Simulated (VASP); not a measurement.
Runs of VASP 6.6.1 on ZrO2. The structure is that of space group Fm-3m (No. 225), or close to it. The cells are those of the table. 

```csv
cell,k mesh,smearing,gap on the mesh (eV),pressure (GPa)
"a = 3.491 Å, angles 60.0°, 3 atoms",6 × 6 × 6,gaussian 0.01 eV,3.60,31.8
"a = 3.563 Å, angles 60.0°, 3 atoms",8 × 8 × 8,fermi-dirac 0.02 eV,3.44,12.0
"a = 3.563 Å, angles 60.0°, 3 atoms",6 × 6 × 6,gaussian 0.01 eV,3.44,12.0
"a = 3.527 Å, angles 60.0°, 3 atoms",8 × 8 × 8,fermi-dirac 0.02 eV,3.52,21.3
"a = 3.491 Å, angles 60.0°, 3 atoms",8 × 8 × 8,fermi-dirac 0.02 eV,3.60,31.8
"a = 3.527 Å, angles 60.0°, 3 atoms",6 × 6 × 6,gaussian 0.01 eV,3.52,21.3
"a = 3.671 Å, angles 60.0°, 3 atoms",6 × 6 × 6,gaussian 0.01 eV,3.19,-9.4
"a = 3.635 Å, angles 60.0°, 3 atoms",6 × 6 × 6,gaussian 0.01 eV,(a),-3.2
```

Alike in all rows: task single point; level PBE; potentials or basis VASP PAW PBE potentials, release 64 (Zr_sv, O); no spin polarisation; cutoff (eV) 600.

Fill in the values left out.

(a) 3.27.

A k mesh can miss the band edges, and the runs leave out spin-orbit coupling on Zr.
